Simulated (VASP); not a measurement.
Here is a VASP 6.6.1 calculation.

Contents of INCAR:

```
SYSTEM = Zr10HN8
PREC = Accurate
ENCUT = 520
EDIFF = 1E-7
ISMEAR = -1
SIGMA = 0.05
LREAL = Auto
LASPH = .TRUE.
NELM = 100
ALGO = Normal
ISIF = 2
LWAVE = .FALSE.
LCHARG = .FALSE.
GGA = PS
NBANDS = 186
```

Contents of KPOINTS:

```
regular mesh
0
G
  1 1 1
  0 0 0
```

The input POSCAR:

```
Zr10HN8
1.0
   -6.6977900000     -5.6346540000      0.0000000000
    4.7397470000     -5.6346540000      0.0000000000
    2.7740180000      2.3410460000      7.9673260000
Zr H N
20 2 16
Direct
    0.0651105844      0.7333261094      0.9949887829
    0.7025823556      0.6422640177      0.8971391405
    0.3616285612      0.4099926106      0.1876162718
    0.9381192352      0.3477258172      0.0884612981
    0.1861626296      0.6122092758      0.3824997245
    0.7627118665      0.5226443100      0.3054349728
    0.9601212388      0.8189632256      0.5732161581
    0.0738839652      0.1716170553      0.4806882510
    0.2898349683      0.4885727371      0.7880059132
    0.8950573279      0.3972997146      0.7042513385
    0.5607143293      0.2237458147      0.9718568062
    0.1893997224      0.1049013323      0.8845125705
    0.8496647613      0.9332697593      0.1898378452
    0.4500917096      0.8398333825      0.0878588375
    0.6710958826      0.1201145979      0.3975988933
    0.2380859220      0.9956510737      0.2656851245
    0.4487189792      0.3314876830      0.5583805658
    0.5495075145      0.6952808697      0.4561003278
    0.7802715421      0.0339276063      0.7897881924
    0.3519847854      0.8832063414      0.6778058285
   -0.0114426291      0.4792069261      0.5269396533
    0.5067093871     -0.0077017463      0.5353741017
    0.7168865653      0.3219159247      0.8115144278
    0.1264418674      0.3762125467      0.9209488855
    0.3330495611      0.7364826243      0.2485400999
    0.9032242537      0.6153301499      0.0930048551
    0.1028998710      0.8817846085      0.4155220961
    0.2384942527      0.3176302822      0.3532050778
    0.9368935887      0.0714165237      0.6451725460
    0.8317610635      0.7362692862      0.7633803361
    0.2256770103      0.7870100689      0.8133720147
    0.6180138009      0.9235012844      0.9274504395
    0.8436277436      0.2269780699      0.2448876825
    0.3833348781      0.1469442319      0.1115054160
    0.6164126588      0.3914264731      0.4344745025
    0.7211006010      0.8220524227      0.3303366776
    0.4178389474      0.6030264882      0.6692835212
    0.3484045380      0.1860476258      0.7413152167
```

Potentials or basis: VASP PAW PBE potentials, release 64 (Zr_sv, H, N).

Launch:

```bash
$ cat potpaw_PBE.64/Zr_sv/POTCAR potpaw_PBE.64/H/POTCAR potpaw_PBE.64/N/POTCAR > POTCAR
$ mpirun -np 1 vasp_gam > vasp.out
```

**Question.** What does it give for the largest force?

**Answer.** 6.207 eV/Å.

**Question.** Estimate the pressure.

**Answer.** -4.7 GPa.

Stress tensor (GPa, compression positive):
```
-3.70  0.11 -1.74
 0.11 -6.23  0.37
-1.74  0.37 -4.05
```

Caveat: the k points lie up to 0.85 Å⁻¹ apart; the atoms stand as in a frame of molecular dynamics; the PAW data sets were made with another functional, which shifts forces and pressure a little.
